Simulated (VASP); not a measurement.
# Si3N4 (Fd-3m) in VASP: notebook

Runs on Si3N4. Level: PBE. Tasks: single point, relaxation of the atoms.

Program: VASP 6.6.1. These are calculated values, not measurements. Logs are shortened: lines on timing, memory, paths and dates and some standing lists are left out, and cuts for length are marked.

## 1. The cell of the first run

The structure is cubic, space group Fd-3m (No. 227). The conventional cell has a = 7.789 Å, b = 7.789 Å, c = 7.789 Å, α = 90.00°, β = 90.00°, γ = 90.00°. Si (site symmetry -3m) has 6 N at 1.89 Å within 2.5 Å. Within 2.4 Å of Si (site symmetry -43m) lie 4 N at 1.79 Å. N (site symmetry 3m) has 4 Si at 1.79 to 1.89 Å within 2.4 Å.

## 2. Single point, PBE

INCAR

```
SYSTEM = Si3N4
  PREC = Accurate
  ENCUT = 520
  EDIFF = 1E-7
  ISMEAR = 0
  SIGMA = 0.02
  LREAL = .False.
  LASPH = .True.
  NELM = 100
  ALGO = Normal
  ISIF = 2
  LWAVE = .False.
  LCHARG = .False.
  GGA = PE
  NBANDS = 45
```

KPOINTS

```
regular mesh
0
Gamma
  6 6 6
  0 0 0
```

POSCAR

```
Si3N4
1.0
    0.0000000000      3.8946186162      3.8946186162
    3.8946186162      0.0000000000      3.8946186162
    3.8946186162      3.8946186162      0.0000000000
Si N
6 8
Direct
    0.1250000000      0.1250000000      0.6250000000
    0.1250000000      0.6250000000      0.1250000000
    0.6250000000      0.1250000000      0.1250000000
    0.1250000000      0.1250000000      0.1250000000
    0.7500000000      0.7500000000      0.7500000000
    0.5000000000      0.5000000000      0.5000000000
    0.3675422897      0.3675422897      0.3675422897
    0.3526268691      0.8824577103      0.8824577103
    0.8824577103      0.8824577103      0.3526268691
    0.8824577103      0.3526268691      0.8824577103
    0.3675422897      0.3675422897      0.8973731309
    0.3675422897      0.8973731309      0.3675422897
    0.8824577103      0.8824577103      0.8824577103
    0.8973731309      0.3675422897      0.3675422897
```

Potentials or basis: VASP PAW PBE potentials, release 64 (Si, N).

Started as:

```sh
cat potpaw_PBE.64/Si/POTCAR potpaw_PBE.64/N/POTCAR > POTCAR
mpirun -np 1 vasp_std > vasp.out
```

OUTCAR:

```text
SYSTEM = Si3N4
   PREC = Accurate
   ENCUT = 520
   EDIFF = 1E-7
   ISMEAR = 0
   LREAL = .False.
   LASPH = .True.
   NELM = 100
   ISIF = 2
   GGA = PE

 ion  position               nearest neighbor table
   1  0.125  0.125  0.625-   7 1.89  13 1.89  10 1.89  12 1.89   8 1.89  14 1.89   4 2.75   2 2.75
                             3 2.75   4 2.75   2 2.75   3 2.75
   2  0.125  0.625  0.125-   7 1.89  13 1.89   9 1.89  11 1.89   8 1.89  14 1.89   4 2.75   1 2.75
                             1 2.75   3 2.75   4 2.75   3 2.75
   3  0.625  0.125  0.125-   7 1.89  13 1.89  10 1.89  11 1.89  12 1.89   9 1.89   4 2.75   1 2.75
                             2 2.75   1 2.75   2 2.75   4 2.75
   4  0.125  0.125  0.125-   8 1.89   9 1.89  10 1.89  11 1.89  12 1.89  14 1.89   1 2.75   2 2.75
                             3 2.75   1 2.75   2 2.75   3 2.75
   5  0.750  0.750  0.750-   8 1.79   9 1.79  10 1.79  13 1.79
   6  0.500  0.500  0.500-  11 1.79  12 1.79  14 1.79   7 1.79
   7  0.368  0.368  0.368-   6 1.79   2 1.89   3 1.89   1 1.89
   8  0.353  0.882  0.882-   5 1.79   4 1.89   1 1.89   2 1.89
   9  0.882  0.882  0.353-   5 1.79   4 1.89   2 1.89   3 1.89
  10  0.882  0.353  0.882-   5 1.79   4 1.89   1 1.89   3 1.89
  11  0.368  0.368  0.897-   6 1.79   4 1.89   2 1.89   3 1.89
  12  0.368  0.897  0.368-   6 1.79   4 1.89   1 1.89   3 1.89
  13  0.882  0.882  0.882-   5 1.79   2 1.89   3 1.89   1 1.89
  14  0.897  0.368  0.368-   6 1.79   4 1.89   1 1.89   2 1.89

  LATTYP: Found a face centered cubic cell.
 ALAT       =     7.7892372324

  Lattice vectors:

 A1 = (   0.0000000000,   3.8946186162,   3.8946186162)
 A2 = (   3.8946186162,   0.0000000000,   3.8946186162)
 A3 = (   3.8946186162,   3.8946186162,   0.0000000000)

Analysis of symmetry for initial positions (statically):
=====================================================================
 Subroutine PRICEL returns:
 Original cell was already a primitive cell.

 Routine SETGRP: Setting up the symmetry group for a
 face centered cubic supercell.

 Subroutine GETGRP returns: Found 48 space group operations
 (whereof 24 operations were pure point group operations)
 out of a pool of 48 trial point group operations.

The static configuration has the point symmetry T_d .
 The point group associated with its full space group is O_h .

Analysis of symmetry for dynamics (positions and initial velocities):
=====================================================================
 Subroutine PRICEL returns:
 Original cell was already a primitive cell.

 Routine SETGRP: Setting up the symmetry group for a
 face centered cubic supercell.

 Subroutine GETGRP returns: Found 48 space group operations
 (whereof 24 operations were pure point group operations)
 out of a pool of 48 trial point group operations.

The dynamic configuration has the point symmetry T_d .
 The point group associated with its full space group is O_h .

 Subroutine INISYM returns: Found 48 space group operations
 (whereof 24 operations are pure point group operations),
 and found     1 'primitive' translations

----------------------------------------------------------------------------------------

                                     Primitive cell

  volume of cell :     118.1476

  direct lattice vectors                    reciprocal lattice vectors
     0.000000000  3.894618616  3.894618616    -0.128382275  0.128382275  0.128382275
     3.894618616  0.000000000  3.894618616     0.128382275 -0.128382275  0.128382275
     3.894618616  3.894618616  0.000000000     0.128382275  0.128382275 -0.128382275

  length of vectors
     5.507822467  5.507822467  5.507822467     0.222364624  0.222364624  0.222364624

  position of ions in fractional coordinates (direct lattice)
     0.125000000  0.125000000  0.625000000
     0.125000000  0.625000000  0.125000000
     0.625000000  0.125000000  0.125000000
     0.125000000  0.125000000  0.125000000
     0.750000000  0.750000000  0.750000000
     0.500000000  0.500000000  0.500000000
     0.367542290  0.367542290  0.367542290
     0.352626869  0.882457710  0.882457710
     0.882457710  0.882457710  0.352626869
     0.882457710  0.352626869  0.882457710
     0.367542290  0.367542290  0.897373131
     0.367542290  0.897373131  0.367542290
     0.882457710  0.882457710  0.882457710
     0.897373131  0.367542290  0.367542290

  ion indices of the primitive-cell ions
   primitive index   ion index
                 1           1
                 2           2
                 3           3
                 4           4
                 5           5
                 6           6
                 7           7
                 8           8
                 9           9
                10          10
                11          11
                12          12
                13          13
                14          14

----------------------------------------------------------------------------------------

 KPOINTS: regular mesh

Automatic generation of k-mesh.
 Grid dimensions read from file:
 generate k-points for:    6    6    6

 Generating k-lattice:

  Cartesian coordinates                     Fractional coordinates (reciprocal lattice)
    -0.021397046  0.021397046  0.021397046     0.166666667  0.000000000  0.000000000
     0.021397046 -0.021397046  0.021397046     0.000000000  0.166666667  0.000000000
     0.021397046  0.021397046 -0.021397046     0.000000000  0.000000000  0.166666667

  Length of vectors
     0.037060771  0.037060771  0.037060771

  Shift w.r.t. Gamma in fractional coordinates (k-lattice)
     0.000000000  0.000000000  0.000000000

 Subroutine IBZKPT returns following result:
 ===========================================

 Found     16 irreducible k-points:

 Following reciprocal coordinates:
            Coordinates               Weight
  0.000000  0.000000  0.000000      1.000000
  0.166667  0.000000  0.000000      8.000000
  0.333333  0.000000  0.000000      8.000000
  0.500000  0.000000  0.000000      4.000000
  0.166667  0.166667  0.000000      6.000000
  0.333333  0.166667  0.000000     24.000000
[... 8 lines left out ...]
 -0.333333  0.333333  0.166667     24.000000
 -0.333333  0.500000  0.166667     12.000000
   k-points           NKPTS =     16   k-points in BZ     NKDIM =     16   number of bands    NBANDS=     45
   number of dos      NEDOS =    301   number of ions     NIONS =     14
   total plane-waves  NPLWV =  74088
   dimension x,y,z NGX =    42 NGY =   42 NGZ =   42
   dimension x,y,z NGXF=    84 NGYF=   84 NGZF=   84
   ions per type =               6   8
   NGX,Y,Z   is equivalent  to a cutoff of  12.68, 12.68, 12.68 a.u.
   NGXF,Y,Z  is equivalent  to a cutoff of  25.35, 25.35, 25.35 a.u.
 SYSTEM =  Si3N4
   PREC   = accura    normal or accurate (medium, high low for compatibility)
   ISTART =      0    job   : 0-new  1-cont  2-samecut
   ICHARG =      2    charge: 1-file 2-atom 10-const
   ISPIN  =      1    spin polarized calculation?
   LNONCOLLINEAR =      F non collinear calculations
   LSORBIT =      F    spin-orbit coupling
   LASPH  =      T    aspherical Exc in radial PAW
   ENCUT  =  520.0 eV  38.22 Ry    6.18 a.u.  10.24 10.24 10.24*2*pi/ulx,y,z
   NELM   =    100;   NELMIN=  2; NELMDL= -5     # of ELM steps
   EDIFF  = 0.1E-06   stopping-criterion for ELM
   LREAL  =      F    real-space projection
   EDIFFG = 0.1E-05   stopping-criterion for IOM
   NSW    =      0    number of steps for IOM
   IBRION =     -1    ionic relax: 0-MD 1-quasi-New 2-CG
   NFREE  =      0    steps in history (QN), initial steepest desc. (CG)
   ISIF   =      2    stress and relaxation
   ISYM   =      2    0-nonsym 1-usesym 2-fastsym
   POTIM  = 0.5000    time-step for ionic-motion
   TEBEG  =    0.0;   TEEND  =   0.0 temperature during run
   PSTRESS=    0.0 pullay stress
   NELECT =      64.0000    total number of electrons
   NUPDOWN=      -1.0000    fix difference up-down
   EMIN   =  10.00;   EMAX   =-10.00  energy-range for DOS
   EFERMI =   0.00;   METHOD = LEGACY
   ISMEAR =     0;   SIGMA  =   0.02  broadening in eV -4-tet -1-fermi 0-gaus
   EFERMI_NEDOS =   21; number of points for ismear=-14 and -15
   IALGO  =     38    algorithm
   IMIX   =      4    mixing-type and parameters
     AMIX     =   0.40;   BMIX     =  1.00
     AMIX_MAG =   1.60;   BMIX_MAG =  1.00
  volume/ion in A,a.u.               =       8.44        56.95
  Fermi-wavevector in a.u.,A,eV,Ry     =   1.334525  2.521886 24.231373  1.780956
  Thomas-Fermi vector in A             =   2.463299
   LORBIT       =      0    0 simple, 1 ext, 2 COOP (PROOUT), +10 PAW based schemes
   GGA     = PE    functional components
   LHFCALC =     F    Hartree Fock is set to
   AEXX    =    0.0000 exact exchange contribution
   IVDW    =     0    specifies the selected vdW correction
   LEPSILON=     F    determine dielectric tensor
   LRPA    =     F    only Hartree local field effects (RPA)
 non-spin polarized calculation
 Gauss-broadening in eV      SIGMA  =   0.02
  energy-cutoff  :      520.00
  volume of cell :      118.15
 maximum number of plane-waves:      3218
 NGX is ok and might be reduce to    42
   NGX = 21   NGY = 21   NGZ = 21

 number of electron      64.0000005 magnetization

 Free energy of the ion-electron system (eV)
  ---------------------------------------------------
  ext. energy  EPLUGINS =         0.00000000
  ---------------------------------------------------
  free energy    TOTEN  =      -112.48428581 eV

  energy without entropy =     -112.48428581  energy(sigma->0) =     -112.48428581

 E-fermi :   9.2564     XC(G=0): -12.2157

 val. band max:        9.0896320110   @ k =  -0.1667   0.1667   0.0000
 cond. band min:      12.4209039081   @ k =   0.0000   0.0000   0.0000
 fundamental gap:      3.3312718972
 Fermi energy:         9.2563802948

 k-point     1 :       0.0000    0.0000    0.0000
  band No.  band energies     occupation
      1      -9.6676      2.00000
      2      -6.3982      2.00000
      3      -5.4772      2.00000
      4      -5.4772      2.00000
      5      -5.4772      2.00000
      6      -4.5169      2.00000
[... 36 lines left out ...]
     43      16.8650      0.00000
     44      18.6308      0.00000

 k-point     2 :       0.1667    0.0000    0.0000
  band No.  band energies     occupation
      1      -9.5202      2.00000
      2      -6.5736      2.00000
      3      -5.7970      2.00000
      4      -5.4501      2.00000
      5      -5.4501      2.00000
      6      -4.6281      2.00000
[... 36 lines left out ...]
     43      17.3044      0.00000
     44      18.1528      0.00000

 k-point     3 :       0.3333    0.0000    0.0000
  band No.  band energies     occupation
      1      -9.1015      2.00000
      2      -7.2981      2.00000
      3      -5.9657      2.00000
      4      -5.3615      2.00000
      5      -5.3615      2.00000
      6      -4.9089      2.00000
[... 600 lines left out ...]
     43      19.0539      0.00000
     44      19.0918      0.00000

 k-point    16 :      -0.3333    0.5000    0.1667
  band No.  band energies     occupation
      1      -7.9644      2.00000
      2      -7.9644      2.00000
      3      -6.6669      2.00000
      4      -6.6669      2.00000
      5      -5.1937      2.00000
      6      -5.1937      2.00000
[... 36 lines left out ...]
     43      18.8759      0.00000
     44      18.8759      0.00000
 [bands above 44 left out]

------------------------ aborting loop because EDIFF is reached ----------------------------------------

  FORCE on cell =-STRESS in cart. coord.  units (eV):
  Direction    XX          YY          ZZ          XY          YZ          ZX
  --------------------------------------------------------------------------------------
  -------------------------------------------------------------------------------------
  Total       -0.1307517     -0.1307517     -0.1307517      0.0000000      0.0000000      0.0000000
  in kB       -1.7730996     -1.7730996     -1.7730996      0.0000000      0.0000000      0.0000000
  external PRESSURE =      -1.7730996 kB  Pullay stress =       0.0000000 kB

 VOLUME and BASIS-vectors are now :
 -----------------------------------------------------------------------------
  energy-cutoff  :      520.00
  volume of cell :      118.15
      direct lattice vectors                 reciprocal lattice vectors
     0.000000000  3.894618616  3.894618616    -0.128382275  0.128382275  0.128382275
     3.894618616  0.000000000  3.894618616     0.128382275 -0.128382275  0.128382275
     3.894618616  3.894618616  0.000000000     0.128382275  0.128382275 -0.128382275

 POSITION                                       TOTAL-FORCE (eV/Angst)
 -----------------------------------------------------------------------------------
      2.92096      2.92096      0.97365         0.000000     -0.000000      0.000000
      2.92096      0.97365      2.92096         0.000000     -0.000000      0.000000
      0.97365      2.92096      2.92096         0.000000     -0.000000      0.000000
      0.97365      0.97365      0.97365         0.000000     -0.000000      0.000000
      5.84193      5.84193      5.84193         0.000000     -0.000000      0.000000
      3.89462      3.89462      3.89462         0.000000     -0.000000      0.000000
      2.86287      2.86287      2.86287         0.004047      0.004047      0.004047
      6.87367      4.81018      4.81018        -0.004047      0.004047      0.004047
      4.81018      4.81018      6.87367         0.004047      0.004047     -0.004047
      4.81018      6.87367      4.81018         0.004047     -0.004047      0.004047
      4.92636      4.92636      2.86287        -0.004047     -0.004047      0.004047
      4.92636      2.86287      4.92636        -0.004047      0.004047     -0.004047
      6.87367      6.87367      6.87367        -0.004047     -0.004047     -0.004047
      2.86287      4.92636      4.92636         0.004047     -0.004047     -0.004047
 -----------------------------------------------------------------------------------
    total drift:                                0.000000      0.000000      0.000000

  FREE ENERGIE OF THE ION-ELECTRON SYSTEM (eV)
  ---------------------------------------------------
  free  energy   TOTEN  =      -112.4842858121 eV

  energy  without entropy=     -112.4842858121  energy(sigma->0) =     -112.48428581
```

Wall time 4.3 min (1 thread of Intel Xeon 8259CL, shared host); peak memory 0.27 GiB.

What came out:

| Property | Result |
| --- | --- |
| Free energy | -112.4843 eV |
| Pressure | -0.2 GPa |
| Largest force | 0.007 eV/Å |
| Band gap on the k mesh | 3.33 eV, indirect (least direct gap 3.37 eV) |

Forces in eV/Å, atoms in the order of the input:
```
Si   0.000  0.000  0.000
Si   0.000  0.000  0.000
Si   0.000  0.000  0.000
Si   0.000  0.000  0.000
Si   0.000  0.000  0.000
Si   0.000  0.000  0.000
N    0.004  0.004  0.004
N   -0.004  0.004  0.004
N    0.004  0.004 -0.004
N    0.004 -0.004  0.004
N   -0.004 -0.004  0.004
N   -0.004  0.004 -0.004
N   -0.004 -0.004 -0.004
N    0.004 -0.004 -0.004
```

Levels at points of the mesh, in eV from the valence-band top:
```
           k point  band 28  band 29  band 30  band 31  band 32  band 33  band 34  band 35  band 36  band 37
(0.00, 0.00, 0.00)    -0.16    -0.16    -0.04    -0.04    -0.04     3.33     3.33     3.33     4.88     5.95
(0.50, 0.00, 0.00)    -0.80    -0.47    -0.47    -0.33    -0.33     4.92     5.76     5.76     6.22     6.75
(0.50, 0.50, 0.00)    -1.66    -1.10    -1.10    -0.43    -0.43     6.62     6.62     6.94     6.94     7.73
```

A k mesh can miss the band edges. Expect the measured gap to be larger: semilocal functionals such as PBE lack the derivative discontinuity.

(Part 1 of 2 ends here.)
